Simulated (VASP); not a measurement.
A run of VASP 6.6.1 is set up as follows.

File INCAR:

```
PREC     = Accurate       # precision mode
ENCUT    = 520            # plane-wave cutoff, eV
EDIFF    = 1E-8           # SCF threshold, eV
ISMEAR   = -1             # smearing method
SIGMA    = 0.05           # smearing width, eV
LREAL    = F              # projectors in reciprocal space
LASPH    = T              # aspherical terms in the spheres
NELM     = 60             # most SCF steps
ALGO     = Normal         # electronic algorithm
ISIF     = 2              # what is computed and relaxed
LWAVE    = F              # write WAVECAR
LCHARG   = F              # write CHGCAR
GGA      = PE             # functional
LEFG     = T            
NBANDS   = 33             # bands
```

The input KPOINTS:

```
regular mesh
0
Gamma
  7 7 10
```

File POSCAR:

```
TiO2
1.0
    4.5940000000      0.0459400000      0.0459400000
    0.0459400000      4.5940000000      0.0459400000
    0.0295900000      0.0295900000      2.9590000000
Ti O
2 4
Direct
    0.0000000000      0.0000000000      0.0000000000
    0.5000000000      0.5000000000      0.5000000000
    0.3060000000      0.3060000000      0.0000000000
    0.1940000000      0.8060000000      0.5000000000
    0.6940000000      0.6940000000      0.0000000000
    0.8060000000      0.1940000000      0.5000000000
```

Potentials or basis: VASP PAW PBE potentials, release 64 (Ti_sv, O).

Run with:

```sh
$ cat potpaw_PBE.64/Ti_sv/POTCAR potpaw_PBE.64/O/POTCAR > POTCAR
$ mpirun -np 1 vasp_std > vasp.out
```

Predict the band gap on the k mesh.

1.91 eV.

Estimate the largest force.

0.377 eV/Å.

Predict the pressure.

6.4 GPa.

Stress tensor (GPa, compression positive):
```
 6.55 -4.46 -2.89
-4.46  6.55 -2.89
-2.89 -2.89  6.10
```

Caveat: the cell differs from its parent crystal (equal xy, yz and zx shear strains of +2 %); the cell stands under pressure; without QUAD_EFG the Cq values of the log hold for a quadrupole moment of 1 mb, not for the nuclei; an odd mesh through Γ misses points on the zone boundary, where band edges can lie.
